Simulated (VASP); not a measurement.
# SbAsAu in VASP: notebook

The runs below take SbAsAu through single point, with PBE.

Program: VASP 6.6.1. These are calculated values, not measurements. Logs are shortened: lines on timing, memory, paths and dates and some standing lists are left out, and cuts for length are marked.

**1. The cell of the first run**

The cell holds a sheet with vacuum, 3 atoms: a = 4.948 Å, b = 4.948 Å, c = 23.800 Å, α = 90.00°, β = 90.00°, γ = 120.00°.

The cell was generated, and may not be a known phase.

**2. Single point, PBE**

Contents of INCAR:

```
  ALGO = Normal
  DIPOL = 0.5 0.5 0.294
  EDIFF = 1E-7
  ENCUT = 520
  GGA = PE
  IDIPOL = 3
  ISIF = 2
  ISMEAR = 0
  LASPH = True
  LCHARG = False
  LDIPOL = True
  LREAL = False
  LWAVE = False
  NBANDS = 18
  NELM = 80
  PREC = Accurate
  SIGMA = 0.1
```

Contents of KPOINTS:

```
k-points
0
Gamma
  12 12 1
```

Contents of POSCAR:

```
SbAsAu
1.0
    4.9482772198      0.0000000000      0.0000000000
   -2.4741386099      4.2853337774      0.0000000000
    0.0000000000      0.0000000000     23.8000000000
Sb As Au
1 1 1
Direct
    0.0000000000      0.0000000000      0.2941176471
    0.3333333333      0.6666666667      0.2941176471
    0.6666666667      0.3333333333      0.2941176471
```

Potentials or basis: VASP PAW PBE potentials, release 64 (Sb, As, Au).

The run is started by

```sh
> cat potpaw_PBE.64/Sb/POTCAR potpaw_PBE.64/As/POTCAR potpaw_PBE.64/Au/POTCAR > POTCAR
> mpirun -np 1 vasp_std > vasp.out
```

OUTCAR:

```text
EDIFF = 1E-7
   ENCUT = 520
   GGA = PE
   ISIF = 2
   ISMEAR = 0
   LASPH = True
   LREAL = False
   NELM = 80
   PREC = Accurate

 ion  position               nearest neighbor table
   1  0.000  0.000  0.294-   2 2.86   3 2.86   3 2.86   2 2.86   3 2.86   2 2.86
   2  0.333  0.667  0.294-   1 2.86   3 2.86   3 2.86   1 2.86   1 2.86   3 2.86
   3  0.667  0.333  0.294-   2 2.86   1 2.86   2 2.86   1 2.86   1 2.86   2 2.86

  LATTYP: Found a hexagonal cell.
 ALAT       =     4.9482772198
 C/A-ratio  =     4.8097547778

  Lattice vectors:

 A1 = (   4.9482772198,   0.0000000000,   0.0000000000)
 A2 = (  -2.4741386099,   4.2853337774,   0.0000000000)
 A3 = (   0.0000000000,   0.0000000000,  23.8000000000)

Analysis of symmetry for initial positions (statically):
=====================================================================
 Subroutine PRICEL returns:
 Original cell was already a primitive cell.

 Routine SETGRP: Setting up the symmetry group for a
 hexagonal supercell.

 Subroutine GETGRP returns: Found 12 space group operations
 (whereof  6 operations were pure point group operations)
 out of a pool of 24 trial point group operations.

The static configuration has the point symmetry C_3v.
 The point group associated with its full space group is D_3h.

Analysis of symmetry for dynamics (positions and initial velocities):
=====================================================================
 Subroutine PRICEL returns:
 Original cell was already a primitive cell.

 Routine SETGRP: Setting up the symmetry group for a
 hexagonal supercell.

 Subroutine GETGRP returns: Found 12 space group operations
 (whereof  6 operations were pure point group operations)
 out of a pool of 24 trial point group operations.

The dynamic configuration has the point symmetry C_3v.
 The point group associated with its full space group is D_3h.

 Subroutine INISYM returns: Found 12 space group operations
 (whereof  6 operations are pure point group operations),
 and found     1 'primitive' translations

----------------------------------------------------------------------------------------

                                     Primitive cell

  volume of cell :     504.6795

  direct lattice vectors                    reciprocal lattice vectors
     4.948277220  0.000000000  0.000000000     0.202090537  0.116677026  0.000000000
    -2.474138610  4.285333777  0.000000000     0.000000000  0.233354052  0.000000000
     0.000000000  0.000000000 23.800000000     0.000000000  0.000000000  0.042016807

  length of vectors
     4.948277220  4.948277220 23.800000000     0.233354052  0.233354052  0.042016807

  position of ions in fractional coordinates (direct lattice)
     0.000000000  0.000000000  0.294117647
     0.333333333  0.666666667  0.294117647
     0.666666667  0.333333333  0.294117647

  ion indices of the primitive-cell ions
   primitive index   ion index
                 1           1
                 2           2
                 3           3

----------------------------------------------------------------------------------------

 KPOINTS: k-points

Automatic generation of k-mesh.
 Grid dimensions read from file:
 generate k-points for:   12   12    1

 Generating k-lattice:

  Cartesian coordinates                     Fractional coordinates (reciprocal lattice)
     0.016840878  0.009723085  0.000000000     0.083333333  0.000000000  0.000000000
     0.000000000  0.019446171  0.000000000     0.000000000  0.083333333  0.000000000
     0.000000000  0.000000000  0.042016807     0.000000000  0.000000000  1.000000000

  Length of vectors
     0.019446171  0.019446171  0.042016807

  Shift w.r.t. Gamma in fractional coordinates (k-lattice)
     0.000000000  0.000000000  0.000000000

 Subroutine IBZKPT returns following result:
 ===========================================

 Found     19 irreducible k-points:

 Following reciprocal coordinates:
            Coordinates               Weight
  0.000000  0.000000  0.000000      1.000000
  0.083333  0.000000  0.000000      6.000000
  0.166667  0.000000  0.000000      6.000000
  0.250000  0.000000  0.000000      6.000000
  0.333333  0.000000  0.000000      6.000000
  0.416667  0.000000  0.000000      6.000000
[... 11 lines left out ...]
  0.333333  0.250000  0.000000     12.000000
  0.333333  0.333333  0.000000      2.000000
   k-points           NKPTS =     19   k-points in BZ     NKDIM =     19   number of bands    NBANDS=     18
   number of dos      NEDOS =    301   number of ions     NIONS =      3
   total plane-waves  NPLWV = 288000
   dimension x,y,z NGX =    40 NGY =   40 NGZ =  180
   dimension x,y,z NGXF=    80 NGYF=   80 NGZF=  360
   ions per type =               1   1   1
   NGX,Y,Z   is equivalent  to a cutoff of  13.44, 13.44, 12.57 a.u.
   NGXF,Y,Z  is equivalent  to a cutoff of  26.88, 26.88, 25.15 a.u.
 SYSTEM =  unknown system
   PREC   = accura    normal or accurate (medium, high low for compatibility)
   ISTART =      0    job   : 0-new  1-cont  2-samecut
   ICHARG =      2    charge: 1-file 2-atom 10-const
   ISPIN  =      1    spin polarized calculation?
   LNONCOLLINEAR =      F non collinear calculations
   LSORBIT =      F    spin-orbit coupling
   LASPH  =      T    aspherical Exc in radial PAW
   ENCUT  =  520.0 eV  38.22 Ry    6.18 a.u.   9.20  9.20 44.25*2*pi/ulx,y,z
   NELM   =     80;   NELMIN=  2; NELMDL= -5     # of ELM steps
   EDIFF  = 0.1E-06   stopping-criterion for ELM
   LREAL  =      F    real-space projection
   EDIFFG = 0.1E-05   stopping-criterion for IOM
   NSW    =      0    number of steps for IOM
   IBRION =     -1    ionic relax: 0-MD 1-quasi-New 2-CG
   NFREE  =      0    steps in history (QN), initial steepest desc. (CG)
   ISIF   =      2    stress and relaxation
   ISYM   =      2    0-nonsym 1-usesym 2-fastsym
   POTIM  = 0.5000    time-step for ionic-motion
   TEBEG  =    0.0;   TEEND  =   0.0 temperature during run
   PSTRESS=    0.0 pullay stress
   NELECT =      21.0000    total number of electrons
   NUPDOWN=      -1.0000    fix difference up-down
   EMIN   =  10.00;   EMAX   =-10.00  energy-range for DOS
   EFERMI =   0.00;   METHOD = LEGACY
   ISMEAR =     0;   SIGMA  =   0.10  broadening in eV -4-tet -1-fermi 0-gaus
   EFERMI_NEDOS =   21; number of points for ismear=-14 and -15
   IALGO  =     38    algorithm
   IMIX   =      4    mixing-type and parameters
     AMIX     =   0.40;   BMIX     =  1.00
     AMIX_MAG =   1.60;   BMIX_MAG =  1.00
  volume/ion in A,a.u.               =     168.23      1135.25
  Fermi-wavevector in a.u.,A,eV,Ry     =   0.567296  1.072033  4.378685  0.321824
  Thomas-Fermi vector in A             =   1.606048
   LORBIT       =      0    0 simple, 1 ext, 2 COOP (PROOUT), +10 PAW based schemes
   GGA     = PE    functional components
   LHFCALC =     F    Hartree Fock is set to
   AEXX    =    0.0000 exact exchange contribution
   IVDW    =     0    specifies the selected vdW correction
   LEPSILON=     F    determine dielectric tensor
   LRPA    =     F    only Hartree local field effects (RPA)
 non-spin polarized calculation
 Gauss-broadening in eV      SIGMA  =   0.10
  energy-cutoff  :      520.00
  volume of cell :      504.68
 maximum number of plane-waves:     13614
 NGX is ok and might be reduce to    40
   NGX = 19   NGY = 19   NGZ = 89

 dipolmoment           0.000000      0.000000     -0.000017 electrons x Angstroem

 number of electron      21.0000002 magnetization

 dipolmoment           0.000000      0.000000      0.000000 electrons x Angstroem

 Free energy of the ion-electron system (eV)
  ---------------------------------------------------
  ext. energy  EPLUGINS =         0.00000000
  ---------------------------------------------------
  free energy    TOTEN  =       -10.31203150 eV

  energy without entropy =      -10.29572299  energy(sigma->0) =      -10.30387725

 E-fermi :  -3.2721     XC(G=0):  -1.9875

 val. band max:       -3.2944054047   @ k =   0.1667   0.1667   0.0000
 cond. band min:      -3.2648648891   @ k =   0.4167   0.0000   0.0000
 fundamental gap:      0.0295405157
 Fermi energy:        -3.2721116244

 k-point     1 :       0.0000    0.0000    0.0000
  band No.  band energies     occupation
      1     -15.6890      2.00000
      2     -10.1648      2.00000
      3      -9.1562      2.00000
      4      -9.1562      2.00000
      5      -7.0713      2.00000
      6      -7.0713      2.00000
[... 10 lines left out ...]
     17       1.7178      0.00000
     18       2.2611      0.00000

 k-point     2 :       0.0833    0.0000    0.0000
  band No.  band energies     occupation
      1     -15.6369      2.00000
      2     -10.5627      2.00000
      3      -9.1187      2.00000
      4      -8.7175      2.00000
      5      -7.1249      2.00000
      6      -7.0731      2.00000
[... 10 lines left out ...]
     17       1.7743      0.00000
     18       2.2916      0.00000

 k-point     3 :       0.1667    0.0000    0.0000
  band No.  band energies     occupation
      1     -15.4834      2.00000
      2     -11.1892      2.00000
      3      -9.0060      2.00000
      4      -8.0029      2.00000
      5      -7.2360      2.00000
      6      -7.0779      2.00000
[... 10 lines left out ...]
     17       1.9438      0.00000
     18       2.3123      0.00000

 k-point     4 :       0.2500    0.0000    0.0000
  band No.  band energies     occupation
      1     -15.2383      2.00000
      2     -11.8000      2.00000
      3      -8.8187      2.00000
      4      -7.5187      2.00000
      5      -7.3429      2.00000
      6      -7.1156      2.00000
[... 270 lines left out ...]
      4      -8.0257      2.00000
      5      -7.4042      2.00000
      6      -7.3924      2.00000
[... 10 lines left out ...]
     17       2.9351      0.00000
     18       3.2339      0.00000

 k-point    18 :       0.3333    0.2500    0.0000
  band No.  band energies     occupation
      1     -14.3085      2.00000
      2     -12.9845      2.00000
      3      -9.6597      2.00000
      4      -7.8848      2.00000
      5      -7.5760      2.00000
      6      -7.3852      2.00000
[... 10 lines left out ...]
     17       3.1161      0.00000
     18       3.4535      0.00000

 k-point    19 :       0.3333    0.3333    0.0000
  band No.  band energies     occupation
      1     -14.2291      2.00000
      2     -13.0346      2.00000
      3      -9.8361      2.00000
      4      -7.7453      2.00000
      5      -7.7225      2.00000
      6      -7.3273      2.00000
[... 10 lines left out ...]
     17       2.8362      0.00000
     18       3.7004      0.00000

------------------------ aborting loop because EDIFF is reached ----------------------------------------

 vacuum level on the upper side and lower side of the slab       (xc-potential included)        -0.011        -0.012

  FORCE on cell =-STRESS in cart. coord.  units (eV):
  Direction    XX          YY          ZZ          XY          YZ          ZX
  --------------------------------------------------------------------------------------
  -------------------------------------------------------------------------------------
  Total       -0.0584481     -0.0584481     -0.0152114      0.0000000      0.0000000     -0.0000000
  in kB       -0.1855518     -0.1855518     -0.0482909      0.0000000      0.0000000     -0.0000000
  external PRESSURE =      -0.1397981 kB  Pullay stress =       0.0000000 kB

 VOLUME and BASIS-vectors are now :
 -----------------------------------------------------------------------------
  energy-cutoff  :      520.00
  volume of cell :      504.68
      direct lattice vectors                 reciprocal lattice vectors
     4.948277220  0.000000000  0.000000000     0.202090537  0.116677026  0.000000000
    -2.474138610  4.285333777  0.000000000     0.000000000  0.233354052  0.000000000
     0.000000000  0.000000000 23.800000000     0.000000000  0.000000000  0.042016807

 POSITION                                       TOTAL-FORCE (eV/Angst)
 -----------------------------------------------------------------------------------
      0.00000      0.00000      7.00000        -0.000000      0.000000      0.000000
     -0.00000      2.85689      7.00000        -0.000000      0.000000      0.000000
      2.47414      1.42844      7.00000         0.000000     -0.000000     -0.000000
 -----------------------------------------------------------------------------------
    total drift:                                0.000000     -0.000000      0.000017

  FREE ENERGIE OF THE ION-ELECTRON SYSTEM (eV)
  ---------------------------------------------------
  free  energy   TOTEN  =       -10.3120314983 eV

  energy  without entropy=      -10.2957229941  energy(sigma->0) =      -10.30387725

 vacuum level on the upper side and lower side of the slab         1.590         1.592
```

Wall time 10 min (1 thread of Intel Xeon 8259CL, shared host); peak memory 0.77 GiB.

What came out:

```yaml
Free_energy: -10.3120 eV
Band_gap_on_the_k_mesh: zero (an odd number of electrons rules out a gap without spin polarisation)
```

Caveat: spin-orbit coupling is left out, which moves the levels of the heavy elements.

[end of part 1 of 2]

The gap in the log of VASP goes by the Fermi energy; the results here count the filled bands.